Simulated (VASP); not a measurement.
# MgI2 (R-3m) in VASP: single point with PBE

Aim: the single point of MgI2 with PBE.

Everything below comes from runs of VASP 6.6.1. Logs are shortened: lines on timing, memory, paths and dates and some standing lists are left out, and cuts for length are marked.

### Step 1. The cell of the first run

It takes space group R-3m (No. 166, trigonal). The conventional cell has a = 4.157 Å, b = 4.157 Å, c = 20.677 Å, α = 90.00°, β = 90.00°, γ = 120.00°. Mg (site symmetry -3m) has 6 I at 2.92 Å within 3.8 Å. I (site symmetry 3m) has 3 Mg at 2.92 Å within 3.8 Å.

### Step 2. Single point, PBE

INCAR reads:

```
  PREC = Accurate
  ENCUT = 520
  EDIFF = 1E-7
  ISMEAR = 0
  SIGMA = 0.01
  LREAL = False
  LASPH = True
  NELM = 80
  ALGO = Normal
  ISIF = 2
  LWAVE = False
  LCHARG = False
  GGA = PE
  NBANDS = 15
```

KPOINTS reads:

```
regular mesh
0
Gamma
  6 6 6
```

POSCAR reads:

```
MgI2
1.0
    2.0786779653      1.2001252828      6.8923459395
   -2.0786779653      1.2001252828      6.8923459395
    0.0000000000     -2.4002505656      6.8923459395
Mg I
1 2
Direct
    0.0000000000      0.0000000000      0.0000000000
    0.2526882635      0.2526882635      0.2526882635
    0.7473117365      0.7473117365      0.7473117365
```

Potentials or basis: VASP PAW PBE potentials, release 64 (Mg, I).

Launch:

```console
> cat potpaw_PBE.64/Mg/POTCAR potpaw_PBE.64/I/POTCAR > POTCAR
> mpirun -np 1 vasp_std > vasp.out
```

OUTCAR:

```text
PREC = Accurate
   ENCUT = 520
   EDIFF = 1E-7
   ISMEAR = 0
   LREAL = False
   LASPH = True
   NELM = 80
   ISIF = 2
   GGA = PE

 ion  position               nearest neighbor table
   1  0.000  0.000  0.000-   3 2.92   2 2.92   3 2.92   3 2.92   2 2.92   2 2.92
   2  0.253  0.253  0.253-   1 2.92   1 2.92   1 2.92
   3  0.747  0.747  0.747-   1 2.92   1 2.92   1 2.92

  LATTYP: Found a trigonal (rhomboedric) cell.
 ALAT       =     7.2983309960
 COS(alpha) =     0.8377602348

  Lattice vectors:

 A1 = (   2.0786779653,   1.2001252828,   6.8923459395)
 A2 = (  -2.0786779653,   1.2001252828,   6.8923459395)
 A3 = (   0.0000000000,  -2.4002505656,   6.8923459395)

Analysis of symmetry for initial positions (statically):
=====================================================================
 Subroutine PRICEL returns:
 Original cell was already a primitive cell.

 Routine SETGRP: Setting up the symmetry group for a
 trigonal (rhombohedral) supercell.

 Subroutine GETGRP returns: Found 12 space group operations
 (whereof 12 operations were pure point group operations)
 out of a pool of 12 trial point group operations.

The static configuration has the point symmetry D_3d.

Analysis of symmetry for dynamics (positions and initial velocities):
=====================================================================
 Subroutine PRICEL returns:
 Original cell was already a primitive cell.

 Routine SETGRP: Setting up the symmetry group for a
 trigonal (rhombohedral) supercell.

 Subroutine GETGRP returns: Found 12 space group operations
 (whereof 12 operations were pure point group operations)
 out of a pool of 12 trial point group operations.

The dynamic configuration has the point symmetry D_3d.

 Subroutine INISYM returns: Found 12 space group operations
 (whereof 12 operations are pure point group operations),
 and found     1 'primitive' translations

----------------------------------------------------------------------------------------

                                     Primitive cell

  volume of cell :     103.1649

  direct lattice vectors                    reciprocal lattice vectors
     2.078677965  1.200125283  6.892345940     0.240537499  0.138874390  0.048362827
    -2.078677965  1.200125283  6.892345940    -0.240537499  0.138874390  0.048362827
     0.000000000 -2.400250566  6.892345940     0.000000000 -0.277748780  0.048362827

  length of vectors
     7.298330996  7.298330996  7.298330996     0.281927913  0.281927913  0.281927913

  position of ions in fractional coordinates (direct lattice)
     0.000000000  0.000000000  0.000000000
     0.252688263  0.252688263  0.252688263
     0.747311737  0.747311737  0.747311737

  ion indices of the primitive-cell ions
   primitive index   ion index
                 1           1
                 2           2
                 3           3

----------------------------------------------------------------------------------------

 KPOINTS: regular mesh

Automatic generation of k-mesh.
 Grid dimensions read from file:
 generate k-points for:    6    6    6

 Generating k-lattice:

  Cartesian coordinates                     Fractional coordinates (reciprocal lattice)
     0.040089583  0.023145732  0.008060471     0.166666667 -0.000000000  0.000000000
    -0.040089583  0.023145732  0.008060471    -0.000000000  0.166666667  0.000000000
     0.000000000 -0.046291463  0.008060471     0.000000000  0.000000000  0.166666667

  Length of vectors
     0.046987985  0.046987985  0.046987985

  Shift w.r.t. Gamma in fractional coordinates (k-lattice)
     0.000000000  0.000000000  0.000000000

 Subroutine IBZKPT returns following result:
 ===========================================

 Found     32 irreducible k-points:

 Following reciprocal coordinates:
            Coordinates               Weight
  0.000000  0.000000  0.000000      1.000000
  0.166667 -0.000000  0.000000      6.000000
  0.333333  0.000000  0.000000      6.000000
  0.500000 -0.000000  0.000000      3.000000
  0.166667  0.166667  0.000000      6.000000
  0.333333  0.166667  0.000000     12.000000
[... 16 lines left out ...]
  0.500000  0.500000  0.166667      6.000000
 -0.333333  0.500000  0.166667     12.000000
 [... further k-points ...]
   k-points           NKPTS =     32   k-points in BZ     NKDIM =     32   number of bands    NBANDS=     15
   number of dos      NEDOS =    301   number of ions     NIONS =      3
   total plane-waves  NPLWV = 157464
   dimension x,y,z NGX =    54 NGY =   54 NGZ =   54
   dimension x,y,z NGXF=   108 NGYF=  108 NGZF=  108
   ions per type =               1   2
   NGX,Y,Z   is equivalent  to a cutoff of  12.30, 12.30, 12.30 a.u.
   NGXF,Y,Z  is equivalent  to a cutoff of  24.60, 24.60, 24.60 a.u.
 SYSTEM =  unknown system
   PREC   = accura    normal or accurate (medium, high low for compatibility)
   ISTART =      0    job   : 0-new  1-cont  2-samecut
   ICHARG =      2    charge: 1-file 2-atom 10-const
   ISPIN  =      1    spin polarized calculation?
   LNONCOLLINEAR =      F non collinear calculations
   LSORBIT =      F    spin-orbit coupling
   LASPH  =      T    aspherical Exc in radial PAW
   ENCUT  =  520.0 eV  38.22 Ry    6.18 a.u.  13.57 13.57 13.57*2*pi/ulx,y,z
   NELM   =     80;   NELMIN=  2; NELMDL= -5     # of ELM steps
   EDIFF  = 0.1E-06   stopping-criterion for ELM
   LREAL  =      F    real-space projection
   EDIFFG = 0.1E-05   stopping-criterion for IOM
   NSW    =      0    number of steps for IOM
   IBRION =     -1    ionic relax: 0-MD 1-quasi-New 2-CG
   NFREE  =      0    steps in history (QN), initial steepest desc. (CG)
   ISIF   =      2    stress and relaxation
   ISYM   =      2    0-nonsym 1-usesym 2-fastsym
   POTIM  = 0.5000    time-step for ionic-motion
   TEBEG  =    0.0;   TEEND  =   0.0 temperature during run
   PSTRESS=    0.0 pullay stress
   NELECT =      16.0000    total number of electrons
   NUPDOWN=      -1.0000    fix difference up-down
   EMIN   =  10.00;   EMAX   =-10.00  energy-range for DOS
   EFERMI =   0.00;   METHOD = LEGACY
   ISMEAR =     0;   SIGMA  =   0.01  broadening in eV -4-tet -1-fermi 0-gaus
   EFERMI_NEDOS =   21; number of points for ismear=-14 and -15
   IALGO  =     38    algorithm
   IMIX   =      4    mixing-type and parameters
     AMIX     =   0.40;   BMIX     =  1.00
     AMIX_MAG =   1.60;   BMIX_MAG =  1.00
  volume/ion in A,a.u.               =      34.39       232.06
  Fermi-wavevector in a.u.,A,eV,Ry     =   0.879571  1.662148 10.526076  0.773645
  Thomas-Fermi vector in A             =   1.999813
   LORBIT       =      0    0 simple, 1 ext, 2 COOP (PROOUT), +10 PAW based schemes
   GGA     = PE    functional components
   LHFCALC =     F    Hartree Fock is set to
   AEXX    =    0.0000 exact exchange contribution
   IVDW    =     0    specifies the selected vdW correction
   LEPSILON=     F    determine dielectric tensor
   LRPA    =     F    only Hartree local field effects (RPA)
 non-spin polarized calculation
 Gauss-broadening in eV      SIGMA  =   0.01
  energy-cutoff  :      520.00
  volume of cell :      103.16
 maximum number of plane-waves:      2809
   NGX = 27   NGY = 27   NGZ = 27

 number of electron      16.0000000 magnetization

 Free energy of the ion-electron system (eV)
  ---------------------------------------------------
  ext. energy  EPLUGINS =         0.00000000
  ---------------------------------------------------
  free energy    TOTEN  =        -7.69770708 eV

  energy without entropy =       -7.69770708  energy(sigma->0) =       -7.69770708

 E-fermi :   2.3019     XC(G=0):  -8.1851

 val. band max:        2.2478786449   @ k =   0.0000   0.0000   0.0000
 cond. band min:       5.4975573365   @ k =   0.5000   0.5000   0.0000
 fundamental gap:      3.2496786916
 Fermi energy:         2.3018559728

 k-point     1 :       0.0000    0.0000    0.0000
  band No.  band energies     occupation
      1      -9.8035      2.00000
      2      -9.1007      2.00000
      3      -1.2584      2.00000
      4       1.8044      2.00000
      5       1.8044      2.00000
      6       2.1910      2.00000
      7       2.1910      2.00000
      8       2.2479      2.00000
      9       5.9401      0.00000
     10       6.9893      0.00000
     11       8.7743      0.00000
     12       8.7743      0.00000
     13       9.8999      0.00000
     14      10.0982      0.00000
     15      10.0982      0.00000

 k-point     2 :       0.1667   -0.0000    0.0000
  band No.  band energies     occupation
      1      -9.6600      2.00000
      2      -9.0343      2.00000
      3      -1.0508      2.00000
      4       0.8766      2.00000
      5       1.2706      2.00000
      6       1.5772      2.00000
      7       2.0272      2.00000
      8       2.1086      2.00000
      9       6.7931      0.00000
     10       7.6590      0.00000
     11       8.4626      0.00000
     12       9.2751      0.00000
     13       9.3393      0.00000
     14      10.6508      0.00000
     15      10.7478      0.00000

 k-point     3 :       0.3333    0.0000    0.0000
  band No.  band energies     occupation
      1      -9.3138      2.00000
      2      -8.9239      2.00000
      3      -0.8511      2.00000
      4      -0.2826      2.00000
      5       0.2622      2.00000
      6       1.2055      2.00000
      7       1.6409      2.00000
      8       1.7138      2.00000
      9       6.3900      0.00000
     10       7.9121      0.00000
     11       8.7325      0.00000
     12       9.5952      0.00000
     13       9.8775      0.00000
     14      10.4170      0.00000
     15      11.4651      0.00000

 k-point     4 :       0.5000   -0.0000    0.0000
  band No.  band energies     occupation
      1      -9.0398      2.00000
      2      -8.9477      2.00000
      3      -1.2433      2.00000
      4      -0.6413      2.00000
      5       0.6391      2.00000
      6       1.0264      2.00000
      7       1.0462      2.00000
      8       1.5678      2.00000
      9       6.0601      0.00000
     10       7.6831      0.00000
     11       8.6102      0.00000
     12       9.3252      0.00000
     13       9.9575      0.00000
     14      11.0828      0.00000
     15      11.3816      0.00000
[... 307 lines left out ...]
 k-point    22 :      -0.1667    0.3333    0.1667
  band No.  band energies     occupation
      1      -9.1113      2.00000
      2      -8.8721      2.00000
      3      -1.0978      2.00000
      4      -0.5661      2.00000
      5       0.2812      2.00000
      6       0.6731      2.00000
      7       1.1206      2.00000
      8       1.8459      2.00000
      9       6.4911      0.00000
     10       8.2405      0.00000
     11       8.6356      0.00000
     12       8.9554      0.00000
     13       9.6936      0.00000
     14      11.1320      0.00000
     15      11.2359      0.00000

 k-point    23 :       0.5000    0.5000    0.1667
  band No.  band energies     occupation
      1      -9.2558      2.00000
      2      -8.9887      2.00000
      3      -1.0224      2.00000
      4      -0.5020      2.00000
      5       0.9721      2.00000
      6       1.0651      2.00000
      7       1.6469      2.00000
      8       1.9073      2.00000
      9       6.0280      0.00000
     10       7.5361      0.00000
     11       7.8994      0.00000
     12       9.2873      0.00000
     13       9.3562      0.00000
     14      11.3278      0.00000
     15      12.0411      0.00000

 k-point    24 :      -0.3333    0.5000    0.1667
  band No.  band energies     occupation
      1      -9.0666      2.00000
      2      -8.9192      2.00000
      3      -1.2359      2.00000
      4      -0.6467      2.00000
      5       0.4005      2.00000
      6       0.9378      2.00000
      7       1.3751      2.00000
      8       1.6256      2.00000
      9       6.1911      0.00000
     10       7.8030      0.00000
     11       8.2359      0.00000
     12       8.8570      0.00000
     13       9.8285      0.00000
     14      11.1453      0.00000
     15      12.2973      0.00000

 [... further k-points ...]
[... 5 lines left out ...]
  --------------------------------------------------------------------------------------
  -------------------------------------------------------------------------------------
  Total        0.6458341      0.6458341      0.7880807      0.0000000      0.0000000      0.0000000
  in kB       10.0299660     10.0299660     12.2390907      0.0000000      0.0000000      0.0000000
  external PRESSURE =      10.7663409 kB  Pullay stress =       0.0000000 kB

 VOLUME and BASIS-vectors are now :
 -----------------------------------------------------------------------------
  energy-cutoff  :      520.00
  volume of cell :      103.16
      direct lattice vectors                 reciprocal lattice vectors
     2.078677965  1.200125283  6.892345940     0.240537499  0.138874390  0.048362827
    -2.078677965  1.200125283  6.892345940    -0.240537499  0.138874390  0.048362827
     0.000000000 -2.400250566  6.892345940     0.000000000 -0.277748780  0.048362827

 POSITION                                       TOTAL-FORCE (eV/Angst)
 -----------------------------------------------------------------------------------
      0.00000      0.00000      0.00000         0.000000     -0.000000      0.000000
      0.00000      0.00000      5.22484         0.000000     -0.000000      0.000006
      0.00000      0.00000     15.45219         0.000000      0.000000     -0.000006
 -----------------------------------------------------------------------------------
    total drift:                               -0.000000     -0.000000      0.000000

  FREE ENERGIE OF THE ION-ELECTRON SYSTEM (eV)
  ---------------------------------------------------
  free  energy   TOTEN  =        -7.6977070813 eV

  energy  without entropy=       -7.6977070813  energy(sigma->0) =       -7.69770708
```

It took 2.2 min on 1 thread of AMD EPYC 7R43 (Zen 3), shared host; peak memory 0.34 GiB.

Results:

- Free energy: -7.6977 eV
- Pressure: 1.1 GPa
- Band gap on the k mesh: 3.25 eV, indirect (least direct gap 3.66 eV)

Stress tensor (GPa, compression positive):
```
1.00 0.00 0.00
0.00 1.00 0.00
0.00 0.00 1.22
```

Caveat: spin-orbit coupling is left out, which moves the levels of the heavy elements.
